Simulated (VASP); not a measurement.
Here is a VASP 6.6.1 calculation.

INCAR

```
SYSTEM = In
PREC = Accurate
ENCUT = 520
EDIFF = 1E-6
ISMEAR = -1
SIGMA = 0.1
LREAL = .False.
LASPH = .True.
NELM = 100
ALGO = Normal
ISIF = 2
LWAVE = .False.
LCHARG = .False.
GGA = RE
NBANDS = 20
```

Contents of KPOINTS:

```
regular mesh
0
Gamma
  13 13 11
  0 0 0
```

Contents of POSCAR:

```
In
1.0
   -4.1478432222      4.1185219510      1.6978265303
    4.1185219510     -4.1478432222      1.6978265303
    2.2892114452      2.2892114452     -1.7515284922
In
2
Direct
    0.9991831451      0.0008168549      1.0000000000
    0.7508168549      0.2491831451      0.5000000000
```

Potentials or basis: VASP PAW PBE potentials, release 64 (In_d).

Command:

```bash
$ cat potpaw_PBE.64/In_d/POTCAR > POTCAR
$ mpirun -np 1 vasp_std > vasp.out
```

(1) What does it give for the band gap on the k mesh?

(2) What does it give for the largest force?

(3) Estimate the pressure.

## Answers

(1) zero (bands 13 and 14 overlap by 5.48 eV).

(2) 0.007 eV/Å.

(3) -2.6 GPa.

Caveat: the PAW data sets were made with another functional, which shifts forces and pressure a little; spin-orbit coupling is left out, which moves the levels of the heavy elements.
